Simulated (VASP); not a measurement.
Si: single point with LDA

The system is Si.

```
Si
1.0
    -3.30102    3.30102    1.90825
     3.30102   -3.30102    1.90825
     3.30102    3.30102   -1.90825
Si
4
Direct
  0.15404 0.16312 0.34860
  0.82779 0.83688 0.63322
  0.18793 0.82115 0.00909
  0.83024 0.17885 0.00909
```

This cell differs from its parent crystal: atoms displaced along several vibrational modes.

```
Program                : VASP 6.6.1
Task                   : single point
Functional             : LDA
Potentials or basis    : VASP PAW LDA potentials, release 64 (Si)
Cutoff                 : 520 eV
k mesh                 : 10 × 10 × 10
Occupations            : gaussian, width 0.03 eV
Spin                   : no spin polarisation
Dipole correction      : no
Further INCAR settings : ALGO = Fast; EDIFF = 1e-06; NBANDS = 16
```

The pressure is 0.9 GPa, the largest force is 1.858 eV/Å and the band gap on the k mesh is zero (bands 8 and 9 overlap by 0.02 eV).

Forces in eV/Å, atoms in the order of the input:
```
Si  -0.193  1.067  1.509
Si   0.191  0.953 -1.541
Si   0.032 -0.792  0.007
Si  -0.030 -1.228  0.025
```

Stress tensor (GPa, compression positive):
```
 0.08  0.23 -1.78
 0.23  1.98 -1.84
-1.78 -1.84  0.64
```

Levels at points of the mesh, in eV from the Fermi level:
```
           k point  band 6  band 7  band 8  band 9  band 10  band 11
(0.00, 0.00, 0.00)   -1.68   -1.60   -0.65    1.17     1.39     1.41
(0.50, 0.00, 0.00)   -3.84   -2.54   -1.48    0.42     2.34     2.97
(0.50, 0.00, 0.50)   -3.66   -2.57   -1.66    0.71     2.07     2.57
(0.00, 0.50, 0.50)   -3.60   -2.66   -1.61    0.66     2.10     2.60
(0.00, 0.50, 0.00)   -3.89   -2.46   -1.51    0.45     2.32     2.96
(0.50, 0.50, 0.00)   -2.23   -2.08   -1.69    1.33     1.68     1.69
(0.00, 0.00, 0.50)   -2.38   -1.92   -1.71    1.29     1.67     1.74
(0.50, 0.50, 0.50)   -0.55   -0.17    0.03    0.18     3.16     3.29
```

It took 24 min on 1 thread of Oxide Virtual Turin-like Processor (shared host), peak memory 0.51 GiB.

Caveat: the cell differs from its parent crystal (atoms displaced along several vibrational modes); semilocal functionals underestimate gaps, and a narrow one can read as zero; forces of over 1 eV/Å act on the atoms, so gaps and moduli don't describe the material at rest.
